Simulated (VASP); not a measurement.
## Be3Zn2Se5: single point with PBE

Be3Zn2Se5:

```
Be Zn Se
1.0
    -1.90311    9.59002    2.69425
     1.90311   -9.59002    2.69425
     1.90311    9.59002   -2.69425
Be Zn Se
3 2 5
Cartesian
  1.9031 1.7763 2.6812
  0.0000 0.0000 5.3541
  1.9031 -1.7763 2.6812
  0.0000 15.4283 0.0005
  0.0000 3.7517 0.0005
  1.9031 3.6785 1.5133
  1.9031 7.8340 1.2514
  0.0000 1.7560 3.9457
  1.9031 -3.6785 1.5133
  1.9031 0.0000 1.2657
```

```json
{
  "Program": "VASP 6.6.1",
  "Task": "single point",
  "Functional": "PBE",
  "Potentials or basis": "VASP PAW PBE potentials, release 64 (Be, Zn, Se)",
  "Cutoff": "520 eV",
  "k mesh": "6 × 6 × 6",
  "Occupations": "gaussian, width 0.1 eV",
  "Spin": "no spin polarisation"
}
```

```json
{"Pressure": "0.2 GPa", "Largest force": "0.011 eV/Å", "Band gap on the k mesh": "2.37 eV"}
```

Forces on the atoms (eV/Å):
```
Be   0.000 -0.003  0.002
Be   0.000  0.000  0.005
Be   0.000  0.003  0.002
Zn   0.000  0.001 -0.006
Zn   0.000 -0.001 -0.006
Se   0.000 -0.006  0.009
Se   0.000  0.006 -0.007
Se   0.000 -0.006 -0.007
Se   0.000  0.006  0.009
Se   0.000  0.000 -0.002
```

Levels at points of the mesh, in eV from the valence-band top:
```tsv
k point	band 27	band 28	band 29	band 30	band 31	band 32	band 33	band 34
(0.00, 0.00, 0.00)	-0.74	-0.29	-0.25	-0.02	2.39	2.97	3.58	4.22
(0.50, 0.00, 0.00)	-1.19	-1.04	-0.78	-0.73	3.12	3.35	3.84	3.96
(0.00, 0.50, 0.00)	-1.70	-1.50	-1.15	-1.15	2.94	3.94	4.54	5.15
(0.50, 0.50, 0.00)	-2.45	-2.24	-1.58	-1.41	2.57	3.35	3.42	3.55
(0.50, 0.50, 0.50)	-0.96	-0.94	-0.55	0.00	2.37	3.41	3.45	3.83
```

It took 32 min on 1 thread of Intel(R) Xeon(R) Platinum 8488C (Sapphire Rapids), on a shared host, peak memory 1.1 GiB.

A k mesh can miss the band edges.
